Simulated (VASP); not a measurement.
# Hf (Im-3m) in VASP: further runs, part 2 of 2

VASP 6.6.1. Earlier steps stand in the parts before.

### 3 Single point, PBE

This run uses another cell than the first one, of 17.15 Å³/atom.

File INCAR:

```
PREC = Accurate
ENCUT = 500
EDIFF = 1E-6
ISMEAR = -1
SIGMA = 0.05
LREAL = F
LASPH = T
NELM = 120
ALGO = Normal
ISIF = 2
LWAVE = F
LCHARG = F
GGA = PE
NBANDS = 11
GGA_COMPAT = F
```

File KPOINTS:

```
Automatic mesh
0
Gamma
  17 17 17
```

File POSCAR:

```
Hf
1.0
   -1.6245284603      1.6245284603      1.6245284603
    1.6245284603     -1.6245284603      1.6245284603
    1.6245284603      1.6245284603     -1.6245284603
Hf
1
Direct
    0.0000000000      0.0000000000      0.0000000000
```

Potentials or basis: VASP PAW PBE potentials, release 64 (Hf_pv).

On the command line:

```bash
$ cat potpaw_PBE.64/Hf_pv/POTCAR > POTCAR
$ mpirun -np 1 vasp_std > vasp.out
```

OUTCAR:

```text
PREC = Accurate
   ENCUT = 500
   EDIFF = 1E-6
   ISMEAR = -1
   LREAL = F
   LASPH = T
   NELM = 120
   ISIF = 2
   GGA = PE

 ion  position               nearest neighbor table
   1  0.000  0.000  0.000-

  LATTYP: Found a body centered cubic cell.
 ALAT       =     3.2490569206

  Lattice vectors:

 A1 = (  -1.6245284603,   1.6245284603,   1.6245284603)
 A2 = (   1.6245284603,  -1.6245284603,   1.6245284603)
 A3 = (   1.6245284603,   1.6245284603,  -1.6245284603)

Analysis of symmetry for initial positions (statically):
=====================================================================
 Subroutine PRICEL returns:
 Original cell was already a primitive cell.

 Routine SETGRP: Setting up the symmetry group for a
 body centered cubic supercell.

 Subroutine GETGRP returns: Found 48 space group operations
 (whereof 48 operations were pure point group operations)
 out of a pool of 48 trial point group operations.

The static configuration has the point symmetry O_h .

Analysis of symmetry for dynamics (positions and initial velocities):
=====================================================================
 Subroutine PRICEL returns:
 Original cell was already a primitive cell.

 Routine SETGRP: Setting up the symmetry group for a
 body centered cubic supercell.

 Subroutine GETGRP returns: Found 48 space group operations
 (whereof 48 operations were pure point group operations)
 out of a pool of 48 trial point group operations.

The dynamic configuration has the point symmetry O_h .

 Subroutine INISYM returns: Found 48 space group operations
 (whereof 48 operations are pure point group operations),
 and found     1 'primitive' translations

----------------------------------------------------------------------------------------

                                     Primitive cell

  volume of cell :      17.1491

[... 104 lines left out ...]
   IMIX   =      4    mixing-type and parameters
     AMIX     =   0.40;   BMIX     =  1.00
     AMIX_MAG =   1.60;   BMIX_MAG =  1.00
  volume/ion in A,a.u.               =      17.15       115.73
  Fermi-wavevector in a.u.,A,eV,Ry     =   1.367710  2.584598 25.451493  1.870632
  Thomas-Fermi vector in A             =   2.493739
   LORBIT       =      0    0 simple, 1 ext, 2 COOP (PROOUT), +10 PAW based schemes
   GGA     = PE    functional components
   LHFCALC =     F    Hartree Fock is set to
   AEXX    =    0.0000 exact exchange contribution
   IVDW    =     0    specifies the selected vdW correction
   LEPSILON=     F    determine dielectric tensor
   LRPA    =     F    only Hartree local field effects (RPA)
 non-spin polarized calculation
  energy-cutoff  :      500.00
  volume of cell :       17.15
 maximum number of plane-waves:       449
 NGX is ok and might be reduce to    24
   NGX = 11   NGY = 11   NGZ = 11

 number of electron      10.0000001 magnetization

 Free energy of the ion-electron system (eV)
  ---------------------------------------------------
  ext. energy  EPLUGINS =         0.00000000
  ---------------------------------------------------
  free energy    TOTEN  =        -9.22956685 eV

  energy without entropy =       -9.21988085  energy(sigma->0) =       -9.22472385

 E-fermi :   6.5296     XC(G=0): -12.5537

 val. band max:        6.5239601936   @ k =   0.2941   0.2941   0.0588
 cond. band min:       6.5543999009   @ k =   0.1765   0.0588   0.0588
 fundamental gap:      0.0304397073
 Fermi energy:         6.5295915224

 k-point     1 :       0.0000    0.0000    0.0000
  band No.  band energies     occupation
      1     -22.2548      2.00000
      2     -22.2548      2.00000
      3     -22.2548      2.00000
      4      -1.2504      2.00000
      5       8.2123      0.00000
      6       8.2123      0.00000
      7       8.2123      0.00000
      8      11.8252      0.00000
      9      11.8252      0.00000
     10      21.1581      0.00000
     11      21.1581      0.00000
[... 309 lines left out ...]
 k-point    24 :       0.1765    0.1765    0.0000
  band No.  band energies     occupation
      1     -23.4960      2.00000
      2     -22.6617      2.00000
      3     -22.3856      2.00000
      4       2.3266      2.00000
      5       6.1466      1.99906
      6       6.5772      0.55675
      7      10.6866      0.00000
      8      12.8598      0.00000
      9      12.9661      0.00000
     10      20.6992      0.00000
     11      22.1001      0.00000

 [... further k-points ...]
[... 5 lines left out ...]
  --------------------------------------------------------------------------------------
  -------------------------------------------------------------------------------------
  Total        4.2475062      4.2475062      4.2475062      0.0000000     -0.0000000      0.0000000
  in kB      396.8283073    396.8283073    396.8283073      0.0000000     -0.0000000      0.0000000
  external PRESSURE =     396.8283073 kB  Pullay stress =       0.0000000 kB

 VOLUME and BASIS-vectors are now :
 -----------------------------------------------------------------------------
  energy-cutoff  :      500.00
  volume of cell :       17.15
      direct lattice vectors                 reciprocal lattice vectors
    -1.624528460  1.624528460  1.624528460     0.000000000  0.307781619  0.307781619
     1.624528460 -1.624528460  1.624528460     0.307781619  0.000000000  0.307781619
     1.624528460  1.624528460 -1.624528460     0.307781619  0.307781619  0.000000000

 POSITION                                       TOTAL-FORCE (eV/Angst)
 -----------------------------------------------------------------------------------
      0.00000      0.00000      0.00000        -0.000000      0.000000      0.000000
 -----------------------------------------------------------------------------------
    total drift:                                0.000000      0.000000      0.000000

  FREE ENERGIE OF THE ION-ELECTRON SYSTEM (eV)
  ---------------------------------------------------
  free  energy   TOTEN  =        -9.2295668459 eV

  energy  without entropy=       -9.2198808490  energy(sigma->0) =       -9.22472385
```

OSZICAR:

```text
N       E                     dE             d eps       ncg     rms          rms(c)
DAV:   1     0.137772923286E+02    0.13777E+02   -0.57018E+03  3702   0.845E+02
DAV:   2    -0.907616463535E+01   -0.22853E+02   -0.22054E+02  4601   0.158E+02
DAV:   3    -0.945225661325E+01   -0.37609E+00   -0.37326E+00  4456   0.140E+01
DAV:   4    -0.945311222629E+01   -0.85561E-03   -0.85549E-03  4053   0.814E-01
DAV:   5    -0.945311468420E+01   -0.24579E-05   -0.24588E-05  4367   0.396E-02    0.502E+01
DAV:   6    -0.929017604960E+01    0.16294E+00   -0.12301E-01  4167   0.267E+00    0.299E+01
DAV:   7    -0.923173497328E+01    0.58441E-01   -0.18856E-01  4191   0.322E+00    0.131E+00
DAV:   8    -0.922954211537E+01    0.21929E-02   -0.10559E-02  4030   0.759E-01    0.116E-01
DAV:   9    -0.922956481170E+01   -0.22696E-04   -0.18524E-04  4269   0.105E-01    0.330E-02
DAV:  10    -0.922956677579E+01   -0.19641E-05   -0.78906E-06  4067   0.233E-02    0.141E-02
DAV:  11    -0.922956684593E+01   -0.70138E-07   -0.74829E-07  2380   0.703E-03
   1 F= -.92295668E+01 E0= -.92247238E+01  d E =-.968600E-02
```

Wall time 8.7 s (1 thread of Intel Xeon 6975P-C (Granite Rapids), shared host); peak memory 0.16 GiB.

Results:

```
Free energy            : -9.2296 eV
Pressure               : 39.7 GPa
Band gap on the k mesh : zero (bands 5 and 6 overlap by 2.69 eV)
```

Levels at points of the mesh, in eV from the Fermi level:
```csv
k point,band 1,band 2,band 3,band 4,band 5,band 6,band 7,band 8,band 9,band 10
"(0.00, 0.00, 0.00)",-28.78,-28.78,-28.78,-7.78,1.68,1.68,1.68,5.30,5.30,14.63
```

Caveat: the cell stands under pressure; spin-orbit coupling is left out, which moves the levels of the heavy elements.

The gap in the log of VASP goes by the Fermi energy; the results here count the filled bands.